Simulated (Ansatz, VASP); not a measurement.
# Two plane-wave programs on Hf

```
CELL_PARAMETERS angstrom
-1.80500 1.80500 1.80500
1.80500 -1.80500 1.80500
1.80500 1.80500 -1.80500
ATOMIC_POSITIONS crystal
Hf 0.00000 0.00000 0.00000
```

Alike in both runs: task electric field gradients; functional PBE; k mesh 16 × 16 × 16; occupations fermi-dirac, width 0.08 eV; non-collinear spin, spin-orbit coupling.

|  | VASP | Ansatz |
| --- | --- | --- |
| version | VASP 6.6.1 | Ansatz 0.2.0 |
| potentials or method | VASP PAW PBE potentials, release 64 (Hf_pv) | PAW with Ansatz's default frozen-core files, fully relativistic files with spin-orbit coupling |
| plane-wave cutoff (eV) | 520 | 420 |
| valence electrons in the cell | 10 | 26 |

|  | VASP | Ansatz | Ansatz less VASP |
| --- | --- | --- | --- |
| pressure (GPa) | -5.5 | -5.0 | +0.46 |
| net moment per atom (μB) | 0.00 | 0.00 | 0.000 |

VASP's potentials hold 10 valence electrons a cell and Ansatz's 26, so a difference there can come from the potentials and not from the codes.
